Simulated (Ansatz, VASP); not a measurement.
# Hf in VASP and in Ansatz

```
Hf
1.0
     3.19873    0.00000    0.00000
    -1.59937    2.77018    0.00000
     0.00000    0.00000    5.05050
Hf
2
Direct
  0.33333 0.66667 0.25000
  0.66667 0.33333 0.75000
```

Alike in both runs: task single point; functional r2SCAN; k mesh 11 × 11 × 6; occupations gaussian, width 0.3 eV; no spin polarisation.

|  | VASP | Ansatz |
| --- | --- | --- |
| version | VASP 6.6.1 | Ansatz 0.2.0 |
| potentials or method | VASP PAW PBE potentials, release 64 (Hf_pv), cutoff 520 eV | plane waves (500 eV) with PAW, scalar-relativistic |
| valence electrons in the cell | 20 | 52 |

Ansatz gave:

- pressure (GPa): 0.0
- traceless stress, the component that is largest in VASP (GPa): 0.00

**Question.** Which values does VASP return?

**Answer.** Pressure (GPa): -0.6; traceless stress, the component that is largest in VASP (GPa): -0.10.

VASP's potentials were made for PBE, not for r2SCAN. VASP's potentials hold 20 valence electrons a cell and Ansatz's 52, so a difference there can come from the potentials and not from the codes.

Spin-orbit coupling is off throughout.
